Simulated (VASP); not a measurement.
Crystal: LiV.

```
Li V
1.0
     3.41084    0.00000    0.00000
    -1.70542    2.95388    0.00000
     0.00000    0.00000    5.46235
Li V
2 2
Cartesian
  0.0000 1.9693 0.0000
  1.7054 0.9846 2.7312
  0.0000 1.9693 2.0872
  1.7054 0.9846 4.8183
```

```yaml
Program: VASP 6.6.1
Task: relaxation of cell and atoms
Functional: PBE
Potentials_or_basis: VASP PAW PBE potentials, release 64 (Li_sv, V_sv)
Cutoff: 600 eV
k_mesh: 6 × 6 × 4
Occupations: gaussian, width 0.1 eV
Spin: collinear spin, ferromagnetic start
Starting_moments: "[0.17, 0.17, 1.87, 1.87] μB"
```

At the start: pressure 18.1 GPa; volume 13.76 Å³/atom.

**Question.** Where does the relaxation end?

**Answer.** Over 24 steps the energy falls by 687.7 meV/atom and the volume is 20.84 Å³/atom (+51.5 %); space group P6_3mc (No. 186, to 0.1 Å) before, P6_3/mmc (No. 194, to 0.1 Å); moment 8.06 μB per cell.

The path:
```
step  energy change (eV)  largest force (eV/Å)  pressure (GPa)  volume (Å³)
   1              0.0000                0.0937           18.09        55.03
   2             -1.1264                0.2815            8.87        68.35
   3             -1.5401                0.4256           -2.45        99.24
   4             -1.6305                0.4116           -0.27        89.56
   5             -1.6315                0.4085            0.04        88.51
   6             -1.6753                0.3514           -0.20        89.17
   7             -1.8112                0.2509           -0.94        91.12
   8             -2.1059                0.1697           -2.38        94.98
   9             -2.1896                0.6307           -3.92       102.47
  10             -2.2889                0.0376           -3.32        98.01
  11             -2.3204                0.2422           -3.84       100.54
  12             -2.3286                0.1036           -3.67        99.51
  13             -2.3445                0.1330           -3.68        99.44
  14             -2.3793                0.2365           -3.68        99.22
  15             -2.3792                0.5316           -3.52        98.71
  16             -2.3928                0.3474           -3.63        99.01
  17             -2.4156                0.3430           -3.53        98.35
  18             -2.4803                0.3272           -3.21        96.38
  19             -2.5922                0.2841           -2.44        92.52
  20             -2.7271                0.1396           -0.37        85.09
  21             -2.7392                0.0344            0.90        81.74
  22             -2.7399                0.0586            0.62        82.42
  23             -2.7465                0.0454            0.45        82.79
  24             -2.7510                0.0225            0.21        83.37
```

Final structure:
```cif
data_structure
_symmetry_space_group_name_H-M 'P 1'
_symmetry_Int_Tables_number 1
_cell_length_a 4.3150
_cell_length_b 4.3150
_cell_length_c 5.1704
_cell_angle_alpha 90.000
_cell_angle_beta 90.000
_cell_angle_gamma 120.000
_cell_volume 83.37
loop_
_atom_site_label
_atom_site_type_symbol
_atom_site_fract_x
_atom_site_fract_y
_atom_site_fract_z
_atom_site_occupancy
Li1 Li 0.33333 0.66667 0.94049 1
Li2 Li 0.66667 0.33333 0.44049 1
V1 V 0.33333 0.66667 0.44161 1
V2 V 0.66667 0.33333 0.94161 1
```

Caveat: the cutoff is under 1.25 times the usual one of these potentials, so pressure, stress and relaxed cells hold a basis-set (Pulay) error; the volume moved by over 15 % at a fixed basis, so the end points are rough; the highest band is partly filled, so the run has too few bands.
